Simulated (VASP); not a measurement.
# ZnSe (F-43m) in VASP: a series of runs

ZnSe is run at these levels: LDA, PBE+D3(BJ), PBE, r2SCAN; tasks: single point.

Everything below comes from runs of VASP 6.6.1. Logs are shortened: lines on timing, memory, paths and dates and some standing lists are left out, and cuts for length are marked.

## 1. The cell of the first run

It takes space group F-43m (No. 216, cubic). The conventional cell has a = 5.665 Å, b = 5.665 Å, c = 5.665 Å, α = 90.00°, β = 90.00°, γ = 90.00°. Within 3.2 Å of Zn (site symmetry -43m) lie 4 Se at 2.45 Å. Within 3.2 Å of Se (site symmetry -43m) lie 4 Zn at 2.45 Å.

## 2. Single point, LDA

INCAR

```
PREC = Accurate
ENCUT = 500
EDIFF = 1E-6
ISMEAR = 0
SIGMA = 0.1
LREAL = False
LASPH = True
NELM = 120
ALGO = Normal
ISIF = 2
LWAVE = False
LCHARG = True
GGA = CA
LELF = True
LVHAR = True
NBANDS = 16
NELECT = 16.0
GGA_COMPAT = False
```

KPOINTS

```
Automatic mesh
0
Gamma
  4 4 4
```

POSCAR

```
ZnSe
1.0
    0.0000000000      2.8324425407      2.8324425407
    2.8324425407      0.0000000000      2.8324425407
    2.8324425407      2.8324425407      0.0000000000
Zn Se
1 1
Direct
    0.0000000000      0.0000000000      0.0000000000
    0.7500000000      0.7500000000      0.7500000000
```

Potentials or basis: VASP PAW LDA potentials, release 64 (Zn, Se).

Command:

```console
$ cat potpaw_LDA.64/Zn/POTCAR potpaw_LDA.64/Se/POTCAR > POTCAR
$ mpirun -np 1 vasp_std > vasp.out
```

OUTCAR:

```text
PREC = Accurate
   ENCUT = 500
   EDIFF = 1E-6
   ISMEAR = 0
   LREAL = False
   LASPH = True
   NELM = 120
   ISIF = 2
   GGA = CA
   NELECT = 16.0

 ion  position               nearest neighbor table
   1  0.000  0.000  0.000-   2 2.45   2 2.45   2 2.45   2 2.45
   2  0.750  0.750  0.750-   1 2.45   1 2.45   1 2.45   1 2.45

  LATTYP: Found a face centered cubic cell.
 ALAT       =     5.6648850814

  Lattice vectors:

 A1 = (   0.0000000000,   2.8324425407,   2.8324425407)
 A2 = (   2.8324425407,   0.0000000000,   2.8324425407)
 A3 = (   2.8324425407,   2.8324425407,   0.0000000000)

Analysis of symmetry for initial positions (statically):
=====================================================================
 Subroutine PRICEL returns:
 Original cell was already a primitive cell.

 Routine SETGRP: Setting up the symmetry group for a
 face centered cubic supercell.

 Subroutine GETGRP returns: Found 24 space group operations
 (whereof 24 operations were pure point group operations)
 out of a pool of 48 trial point group operations.

The static configuration has the point symmetry T_d .

Analysis of symmetry for dynamics (positions and initial velocities):
=====================================================================
 Subroutine PRICEL returns:
 Original cell was already a primitive cell.

 Routine SETGRP: Setting up the symmetry group for a
 face centered cubic supercell.

 Subroutine GETGRP returns: Found 24 space group operations
 (whereof 24 operations were pure point group operations)
 out of a pool of 48 trial point group operations.

The dynamic configuration has the point symmetry T_d .

 Subroutine INISYM returns: Found 24 space group operations
 (whereof 24 operations are pure point group operations),
 and found     1 'primitive' translations

----------------------------------------------------------------------------------------

                                     Primitive cell

  volume of cell :      45.4478

  direct lattice vectors                    reciprocal lattice vectors
     0.000000000  2.832442541  2.832442541    -0.176526088  0.176526088  0.176526088
     2.832442541  0.000000000  2.832442541     0.176526088 -0.176526088  0.176526088
     2.832442541  2.832442541  0.000000000     0.176526088  0.176526088 -0.176526088

  length of vectors
     4.005678656  4.005678656  4.005678656     0.305752153  0.305752153  0.305752153

  position of ions in fractional coordinates (direct lattice)
     0.000000000  0.000000000  0.000000000
     0.750000000  0.750000000  0.750000000

  ion indices of the primitive-cell ions
   primitive index   ion index
                 1           1
                 2           2

----------------------------------------------------------------------------------------

 KPOINTS: Automatic mesh

Automatic generation of k-mesh.
 Grid dimensions read from file:
 generate k-points for:    4    4    4

 Generating k-lattice:

  Cartesian coordinates                     Fractional coordinates (reciprocal lattice)
    -0.044131522  0.044131522  0.044131522     0.250000000  0.000000000  0.000000000
     0.044131522 -0.044131522  0.044131522     0.000000000  0.250000000  0.000000000
     0.044131522  0.044131522 -0.044131522     0.000000000  0.000000000  0.250000000

  Length of vectors
     0.076438038  0.076438038  0.076438038

  Shift w.r.t. Gamma in fractional coordinates (k-lattice)
     0.000000000  0.000000000  0.000000000

 Subroutine IBZKPT returns following result:
 ===========================================

 Found      8 irreducible k-points:

 Following reciprocal coordinates:
            Coordinates               Weight
  0.000000  0.000000  0.000000      1.000000
  0.250000  0.000000  0.000000      8.000000
  0.500000  0.000000  0.000000      4.000000
  0.250000  0.250000  0.000000      6.000000
  0.500000  0.250000  0.000000     24.000000
 -0.250000  0.250000  0.000000     12.000000
  0.500000  0.500000  0.000000      3.000000
 -0.250000  0.500000  0.250000      6.000000
   k-points           NKPTS =      8   k-points in BZ     NKDIM =      8   number of bands    NBANDS=     16
   number of dos      NEDOS =    301   number of ions     NIONS =      2
   total plane-waves  NPLWV =  27000
   dimension x,y,z NGX =    30 NGY =   30 NGZ =   30
   dimension x,y,z NGXF=    60 NGYF=   60 NGZF=   60
   ions per type =               1   1
   NGX,Y,Z   is equivalent  to a cutoff of  12.45, 12.45, 12.45 a.u.
   NGXF,Y,Z  is equivalent  to a cutoff of  24.90, 24.90, 24.90 a.u.
 SYSTEM =  unknown system
   PREC   = accura    normal or accurate (medium, high low for compatibility)
   ISTART =      0    job   : 0-new  1-cont  2-samecut
   ICHARG =      2    charge: 1-file 2-atom 10-const
   ISPIN  =      1    spin polarized calculation?
   LNONCOLLINEAR =      F non collinear calculations
   LSORBIT =      F    spin-orbit coupling
   LASPH  =      T    aspherical Exc in radial PAW
   ENCUT  =  500.0 eV  36.75 Ry    6.06 a.u.   7.30  7.30  7.30*2*pi/ulx,y,z
   NELM   =    120;   NELMIN=  2; NELMDL= -5     # of ELM steps
   EDIFF  = 0.1E-05   stopping-criterion for ELM
   LREAL  =      F    real-space projection
   EDIFFG = 0.1E-04   stopping-criterion for IOM
   NSW    =      0    number of steps for IOM
   IBRION =     -1    ionic relax: 0-MD 1-quasi-New 2-CG
   NFREE  =      0    steps in history (QN), initial steepest desc. (CG)
   ISIF   =      2    stress and relaxation
   ISYM   =      2    0-nonsym 1-usesym 2-fastsym
   POTIM  = 0.5000    time-step for ionic-motion
   TEBEG  =    0.0;   TEEND  =   0.0 temperature during run
   PSTRESS=    0.0 pullay stress
   NELECT =      16.0000    total number of electrons
   NUPDOWN=      -1.0000    fix difference up-down
   EMIN   =  10.00;   EMAX   =-10.00  energy-range for DOS
   EFERMI =   0.00;   METHOD = LEGACY
   ISMEAR =     0;   SIGMA  =   0.10  broadening in eV -4-tet -1-fermi 0-gaus
   EFERMI_NEDOS =   21; number of points for ismear=-14 and -15
   IALGO  =     38    algorithm
   IMIX   =      4    mixing-type and parameters
     AMIX     =   0.40;   BMIX     =  1.00
     AMIX_MAG =   1.60;   BMIX_MAG =  1.00
  volume/ion in A,a.u.               =      22.72       153.35
  Fermi-wavevector in a.u.,A,eV,Ry     =   1.155962  2.184452 18.180773  1.336249
  Thomas-Fermi vector in A             =   2.292587
   LORBIT       =      0    0 simple, 1 ext, 2 COOP (PROOUT), +10 PAW based schemes
   GGA     = CA    functional components
   LHFCALC =     F    Hartree Fock is set to
   AEXX    =    0.0000 exact exchange contribution
   IVDW    =     0    specifies the selected vdW correction
   LEPSILON=     F    determine dielectric tensor
   LRPA    =     F    only Hartree local field effects (RPA)
 non-spin polarized calculation
 Gauss-broadening in eV      SIGMA  =   0.10
  energy-cutoff  :      500.00
  volume of cell :       45.45
 maximum number of plane-waves:      1174
 NGX is ok and might be reduce to    30
   NGX = 15   NGY = 15   NGZ = 15

 number of electron      16.0000010 magnetization

 Free energy of the ion-electron system (eV)
  ---------------------------------------------------
  ext. energy  EPLUGINS =         0.00000000
  ---------------------------------------------------
  free energy    TOTEN  =        -7.67581871 eV

  energy without entropy =       -7.65477609  energy(sigma->0) =       -7.66529740

 E-fermi :  -0.7905     XC(G=0):  -8.9253

 val. band max:       -1.2740901674   @ k =   0.5000   0.5000   0.0000
 cond. band min:      -0.7831328561   @ k =   0.5000   0.2500   0.0000
 fundamental gap:      0.4909573113
 Fermi energy:        -0.7905323289

 k-point     1 :       0.0000    0.0000    0.0000
  band No.  band energies     occupation
      1     -12.8375      2.00000
      2      -5.8250      2.00000
      3      -5.8250      2.00000
      4      -5.8250      2.00000
      5      -5.4250      2.00000
      6      -5.4250      2.00000
[... 8 lines left out ...]
     15      13.1816      0.00000
     16      13.1816      0.00000

 k-point     2 :       0.2500    0.0000    0.0000
  band No.  band energies     occupation
      1     -12.5622      2.00000
      2      -5.7779      2.00000
      3      -5.7779      2.00000
      4      -5.7126      2.00000
      5      -5.4258      2.00000
      6      -5.4258      2.00000
[... 8 lines left out ...]
     15      12.4270      0.00000
     16      13.3875      0.00000

 k-point     3 :       0.5000    0.0000    0.0000
  band No.  band energies     occupation
      1     -12.2539      2.00000
      2      -5.7382      2.00000
      3      -5.7382      2.00000
      4      -5.4159      2.00000
      5      -5.4159      2.00000
      6      -5.3127      2.00000
[... 8 lines left out ...]
     15      14.7230      0.00000
     16      14.7230      0.00000

 k-point     4 :       0.2500    0.2500    0.0000
  band No.  band energies     occupation
      1     -12.4701      2.00000
      2      -5.7610      2.00000
      3      -5.7245      2.00000
      4      -5.7245      2.00000
      5      -5.4454      2.00000
      6      -5.4052      2.00000
[... 8 lines left out ...]
     15      14.0103      0.00000
     16      15.9089      0.00000

 k-point     5 :       0.5000    0.2500    0.0000
  band No.  band energies     occupation
      1     -12.1601      2.00000
      2      -5.7071      2.00000
      3      -5.6697      2.00000
      4      -5.5111      2.00000
      5      -5.4054      2.00000
      6      -5.3145      2.00000
[... 8 lines left out ...]
     15      14.8464      0.00000
     16      15.6254      0.00000

 k-point     6 :      -0.2500    0.2500    0.0000
  band No.  band energies     occupation
      1     -12.2637      2.00000
      2      -5.7195      2.00000
      3      -5.7152      2.00000
      4      -5.5025      2.00000
      5      -5.4350      2.00000
      6      -5.3948      2.00000
[... 8 lines left out ...]
     15      13.8594      0.00000
     16      15.6867      0.00000

 k-point     7 :       0.5000    0.5000    0.0000
  band No.  band energies     occupation
      1     -12.0575      2.00000
      2      -5.6539      2.00000
      3      -5.6011      2.00000
      4      -5.6011      2.00000
      5      -5.3854      2.00000
      6      -5.2734      2.00000
[... 8 lines left out ...]
     15      15.4578      0.00000
     16      15.9236      0.00000

 k-point     8 :      -0.2500    0.5000    0.2500
  band No.  band energies     occupation
      1     -12.0550      2.00000
      2      -5.6775      2.00000
      3      -5.6328      2.00000
      4      -5.4672      2.00000
      5      -5.4432      2.00000
      6      -5.1962      2.00000
[... 8 lines left out ...]
     15      15.0020      0.00000
     16      16.0427      0.00000

------------------------ aborting loop because EDIFF is reached ----------------------------------------

  FORCE on cell =-STRESS in cart. coord.  units (eV):
  Direction    XX          YY          ZZ          XY          YZ          ZX
  --------------------------------------------------------------------------------------
  -------------------------------------------------------------------------------------
  Total      -15.8278974    -15.8278974    -15.8278974     -0.0000000      0.0000000      0.0000000
  in kB     -557.9823833   -557.9823833   -557.9823833     -0.0000000      0.0000000      0.0000000
  external PRESSURE =    -557.9823833 kB  Pullay stress =       0.0000000 kB

 VOLUME and BASIS-vectors are now :
 -----------------------------------------------------------------------------
  energy-cutoff  :      500.00
  volume of cell :       45.45
      direct lattice vectors                 reciprocal lattice vectors
     0.000000000  2.832442541  2.832442541    -0.176526088  0.176526088  0.176526088
     2.832442541  0.000000000  2.832442541     0.176526088 -0.176526088  0.176526088
     2.832442541  2.832442541  0.000000000     0.176526088  0.176526088 -0.176526088

 POSITION                                       TOTAL-FORCE (eV/Angst)
 -----------------------------------------------------------------------------------
      0.00000      0.00000      0.00000         0.000000      0.000000      0.000000
      4.24866      4.24866      4.24866        -0.000000     -0.000000     -0.000000
 -----------------------------------------------------------------------------------
    total drift:                                0.000001      0.000001      0.000001

  FREE ENERGIE OF THE ION-ELECTRON SYSTEM (eV)
  ---------------------------------------------------
  free  energy   TOTEN  =        -7.6758187098 eV

  energy  without entropy=       -7.6547760901  energy(sigma->0) =       -7.66529740
```

Run time: 4.5 s. Hardware: 1 thread of AMD EPYC 9R45 (Zen 5), shared host; peak memory 0.11 GiB.

What came out:

* Free energy: -7.6758 eV

Caveat: the k points lie up to 0.48 Å⁻¹ apart; the cell carries a net charge on a neutralising background, which shifts energy and pressure; the cell is charged against a uniform background, so pressure and absolute levels hang on convention.

## 3. Single point, PBE+D3(BJ)

INCAR

```
SYSTEM = ZnSe
PREC = Accurate ; ENCUT = 500
EDIFF = 1E-6 ; ISMEAR = 0
SIGMA = 0.1 ; LREAL = .False.
LASPH = .True. ; NELM = 120
ALGO = Normal ; ISIF = 2
LWAVE = .False. ; LCHARG = .False.
GGA = PE ; IVDW = 12
NBANDS = 16 ; GGA_COMPAT = .False.
```

KPOINTS

```
regular mesh
0
Gamma
  4 4 4
  0 0 0
```

POSCAR is that of step 2.

Potentials or basis: VASP PAW PBE potentials, release 64 (Zn, Se).

Command:

```console
$ cat potpaw_PBE.64/Zn/POTCAR potpaw_PBE.64/Se/POTCAR > POTCAR
$ mpirun -np 1 vasp_std > vasp.out
```

OUTCAR:

```text
SYSTEM = ZnSe
   PREC = Accurate
   ENCUT = 500
   EDIFF = 1E-6
   ISMEAR = 0
   LREAL = .False.
   LASPH = .True.
   NELM = 120
   ISIF = 2
   GGA = PE
   IVDW = 12
 IVDW          = 12

 ion  position               nearest neighbor table
   1  0.000  0.000  0.000-   2 2.45   2 2.45   2 2.45   2 2.45
   2  0.750  0.750  0.750-   1 2.45   1 2.45   1 2.45   1 2.45

  LATTYP: Found a face centered cubic cell.
 ALAT       =     5.6648850814

  Lattice vectors:

 A1 = (   0.0000000000,   2.8324425407,   2.8324425407)
 A2 = (   2.8324425407,   0.0000000000,   2.8324425407)
 A3 = (   2.8324425407,   2.8324425407,   0.0000000000)

Analysis of symmetry for initial positions (statically):
=====================================================================
 Subroutine PRICEL returns:
 Original cell was already a primitive cell.

 Routine SETGRP: Setting up the symmetry group for a
 face centered cubic supercell.

 Subroutine GETGRP returns: Found 24 space group operations
 (whereof 24 operations were pure point group operations)
 out of a pool of 48 trial point group operations.

The static configuration has the point symmetry T_d .
[... 142 lines left out ...]

  energy without entropy =       -5.95190539  energy(sigma->0) =       -5.95190539

 E-fermi :   2.1374     XC(G=0):  -9.3138

 val. band max:        1.6564283373   @ k =   0.0000   0.0000   0.0000
 cond. band min:       2.9399303146   @ k =   0.0000   0.0000   0.0000
 fundamental gap:      1.2835019773
 Fermi energy:         2.1374043252

 k-point     1 :       0.0000    0.0000    0.0000
  band No.  band energies     occupation
      1     -11.6074      2.00000
      2      -4.9242      2.00000
      3      -4.9242      2.00000
      4      -4.9242      2.00000
      5      -4.5562      2.00000
      6      -4.5562      2.00000
[... 129 lines left out ...]
      3      -4.7177      2.00000
      4      -4.5883      2.00000
      5      -4.5855      2.00000
      6      -4.2532      2.00000
[... 8 lines left out ...]
     15      15.4181      0.00000
     16      15.7528      0.00000

------------------------ aborting loop because EDIFF is reached ----------------------------------------

 Edisp (eV)   -0.64558

 E8    (eV) :    -0.2699

  FORCE on cell =-STRESS in cart. coord.  units (eV):
  Direction    XX          YY          ZZ          XY          YZ          ZX
  --------------------------------------------------------------------------------------
  -------------------------------------------------------------------------------------
  Total       0.07122     0.07122     0.07122    -0.00000     0.00000     0.00000
  in kB       2.51075     2.51075     2.51075    -0.00000     0.00000     0.00000
  external pressure =        2.51 kB  Pullay stress =        0.00 kB

 VOLUME and BASIS-vectors are now :
 -----------------------------------------------------------------------------
  energy-cutoff  :      500.00
  volume of cell :       45.45
      direct lattice vectors                 reciprocal lattice vectors
     0.000000000  2.832442541  2.832442541    -0.176526088  0.176526088  0.176526088
     2.832442541  0.000000000  2.832442541     0.176526088 -0.176526088  0.176526088
     2.832442541  2.832442541  0.000000000     0.176526088  0.176526088 -0.176526088

 POSITION                                       TOTAL-FORCE (eV/Angst)
 -----------------------------------------------------------------------------------
      0.00000      0.00000      0.00000         0.000000      0.000000      0.000000
      4.24866      4.24866      4.24866        -0.000000     -0.000000     -0.000000
 -----------------------------------------------------------------------------------
    total drift:                                0.000000      0.000000      0.000000

  FREE ENERGIE OF THE ION-ELECTRON SYSTEM (eV)
  ---------------------------------------------------
  free  energy   TOTEN  =        -6.5974809672 eV

  energy  without entropy=       -6.5974809672  energy(sigma->0) =       -6.59748097
```

It took 5.5 s on 1 thread of AMD EPYC 9R45 (Zen 5), shared host; peak memory 0.14 GiB.

What came out:

| Quantity | Value |
| --- | --- |
| Free energy | -6.5975 eV |
| Pressure | 0.3 GPa |
| Band gap on the k mesh | 1.28 eV, direct |
| Dispersion energy per atom | -0.323 eV |

Caveat: the k points lie up to 0.48 Å⁻¹ apart; three body term missing.

(Part 1 of 3 ends here.)
